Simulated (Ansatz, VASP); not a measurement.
Two plane-wave programs on Te2Mo

Contents of INCAR:

```
SYSTEM = Te2Mo
ALGO = Normal
EDIFF = 1E-6
ENCUT = 520
GGA = PE
ISIF = 2
ISMEAR = 0
LASPH = .True.
LCHARG = .False.
LREAL = .False.
LWAVE = .False.
NBANDS = 35
NELM = 80
PREC = Accurate
SIGMA = 0.05
```

The input KPOINTS:

```
k-points
0
Gamma
  9 9 2
  0 0 0
```

The input POSCAR:

```
Te2Mo
1.0
   -1.7785332447     -3.0805099428      0.0000000000
    1.7785332447     -3.0805099428      0.0000000000
    0.0000000000      0.0000000000     19.7047171722
Te Mo
4 2
Direct
    0.6666666667      0.6666666667      0.1011561033
    0.3333333333      0.3333333333      0.4869702472
    0.6666666667      0.6666666667      0.2846580405
    0.3333333333      0.3333333333      0.6704721844
    0.6666666667      0.6666666667      0.5787212158
    0.3333333333      0.3333333333      0.1929070719
```

Input for Ansatz:

```yaml
crystal:
  lattice:
    - [-1.7785332447, -3.0805099428, 0.0]
    - [1.7785332447, -3.0805099428, 0.0]
    - [0.0, 0.0, 19.7047171722]
  atoms:
    - { symbol: Te, position: [0.6666666667, 0.6666666667, 0.1011561033] }
    - { symbol: Te, position: [0.3333333333, 0.3333333333, 0.4869702472] }
    - { symbol: Te, position: [0.6666666667, 0.6666666667, 0.2846580405] }
    - { symbol: Te, position: [0.3333333333, 0.3333333333, 0.6704721844] }
    - { symbol: Mo, position: [0.6666666667, 0.6666666667, 0.5787212158] }
    - { symbol: Mo, position: [0.3333333333, 0.3333333333, 0.1929070719] }
basis:
  ecutwfc: 420
kpoints:
  mp_grid: { grid: [9, 9, 2] }
hamiltonian:
  xc: pbe
scf:
  occupations: { method: gaussian, width: 0.05 }
output:
  forces: true
  stress: true
  eigenvalues: true
```

Alike in both runs: task single point; functional PBE; k mesh 9 × 9 × 2; occupations gaussian, width 0.05 eV; no spin polarisation.

```csv
,VASP,Ansatz
version,VASP 6.6.1,Ansatz 0.2.0
potentials or method,"VASP PAW PBE potentials, release 64 (Te, Mo_sv), cutoff 520 eV","scalar-relativistic, plane waves, PAW"
valence electrons in the cell,52,92
```

|  | VASP | Ansatz | Ansatz less VASP |
| --- | --- | --- | --- |
| gap on the k mesh at the Fermi level (eV) | 1.05 | 1.05 | +0.001 |
| least direct gap on the mesh (eV) | 1.05 | 1.05 | +0.001 |
| rms of the force components (eV/Å) | 0.007 | 0.006 | -0.0007 |

Atom by atom the forces differ by 0.006 eV/Å (rms over components). VASP's potentials hold 52 valence electrons a cell and Ansatz's 92, so a difference there can come from the potentials and not from the codes.

Neither program's run includes spin-orbit coupling.
